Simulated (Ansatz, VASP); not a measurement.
**Two plane-wave programs on BAs**

File INCAR:

```
PREC = Accurate ; ENCUT = 500
EDIFF = 1E-6 ; ISMEAR = 0
SIGMA = 0.02 ; LREAL = F
LASPH = T ; NELM = 120
ALGO = Normal ; ISIF = 2
LWAVE = F ; LCHARG = F
GGA = CA ; NBANDS = 11
GGA_COMPAT = F
```

The input KPOINTS:

```
regular mesh
0
Gamma
  10 10 10
```

POSCAR

```
BAs
1.0
    0.0000000000      2.3661934081      2.3661934081
    2.3661934081      0.0000000000      2.3661934081
    2.3661934081      2.3661934081      0.0000000000
B As
1 1
Direct
    0.0000000000      0.0000000000      0.0000000000
    0.2500000000      0.2500000000      0.2500000000
```

Input for Ansatz:

```yaml
crystal:
  lattice:
    - [0.0, 2.3661934081, 2.3661934081]
    - [2.3661934081, 0.0, 2.3661934081]
    - [2.3661934081, 2.3661934081, 0.0]
  atoms:
    - { symbol: B, position: [0.0, 0.0, 0.0] }
    - { symbol: As, position: [0.25, 0.25, 0.25] }
basis:
  ecutwfc: 420
kpoints:
  mp_grid: { grid: [10, 10, 10] }
  band_path:
    path:
      - [[0.0, 0.0, 0.0], [-0.5, -0.5, 0.0], [-0.375, -0.375, 0.25]]
      - [[-0.375, 0.0, 0.375], [0.0, 0.0, 0.0], [0.0, 0.0, 0.5], [-0.5, -0.25, 0.25], [-0.5, -0.5, 0.0]]
    npoints: 10
hamiltonian:
  xc: lda
scf:
  occupations: { method: gaussian, width: 0.02 }
  n_extra_bands: 7
output:
  forces: true
  stress: true
  eigenvalues: true
  write_density: true
  write_potential: true
  elf: true
  volumetric_format: npy
```

Alike in both runs: task single point; functional LDA; k mesh 10 × 10 × 10; occupations gaussian, width 0.02 eV; no spin polarisation.

|  | VASP | Ansatz |
| --- | --- | --- |
| version | VASP 6.6.1 | Ansatz 0.2.0 |
| potentials or method | VASP PAW LDA potentials, release 64 (B, As), cutoff 500 eV | scalar-relativistic, plane waves, PAW |
| valence electrons in the cell | 8 | 18 |

VASP gave:

```
gap on the k mesh at the Fermi level (eV) : 1.10
least direct gap on the mesh (eV)         : 3.29
pressure (GPa)                            : 0.9
```

Problem. What did Ansatz give for the same quantities?

Solution. gap on the k mesh at the Fermi level (eV): 1.10; least direct gap on the mesh (eV): 3.29; pressure (GPa): 0.0.

LDA's correlation is that of Perdew and Zunger in VASP and of Perdew and Wang (1992) in Ansatz. VASP's potentials hold 8 valence electrons a cell and Ansatz's 18, so a difference there can come from the potentials and not from the codes.
